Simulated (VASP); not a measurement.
Input of a VASP 6.6.1 run:

File INCAR:

```
PREC = Accurate
ENCUT = 520
EDIFF = 1E-6
ISMEAR = 0
SIGMA = 0.1
LREAL = F
LASPH = T
NELM = 80
ALGO = Normal
ISIF = 2
LWAVE = F
LCHARG = T
GGA = PE
LELF = T
LVHAR = T
NBANDS = 28
```

File KPOINTS:

```
Automatic mesh
0
Gamma
  10 10 10
```

Contents of POSCAR:

```
TaTiSi4
1.0
    0.0000000000      4.1638893790      4.3177060669
    2.4064891177      0.0000000000      4.3177060669
    2.4064891177      4.1638893790      0.0000000000
Ti Ta Si
1 1 4
Direct
    0.7500000000      0.7500000000      0.7500000000
    0.5000000000      0.5000000000      0.5000000000
    0.0958487575      0.4041512425      0.0958487575
    0.4041512425      0.0958487575      0.4041512425
    0.1607212594      0.8392787406      0.1607212594
    0.8392787406      0.1607212594      0.8392787406
```

Potentials or basis: VASP PAW PBE potentials, release 64 (Ti_sv, Ta_pv, Si).

Launch:

```sh
$ cat potpaw_PBE.64/Ti_sv/POTCAR potpaw_PBE.64/Ta_pv/POTCAR potpaw_PBE.64/Si/POTCAR > POTCAR
$ mpirun -np 1 vasp_std > vasp.out
```

Question: What does it give for the pressure?

Answer: 0.0 GPa.

Forces on the atoms (eV/Å):
```
Ti   0.000  0.000  0.000
Ta   0.000  0.000  0.000
Si   0.000  0.003  0.000
Si   0.000 -0.003  0.000
Si   0.000  0.003  0.000
Si   0.000 -0.003  0.000
```
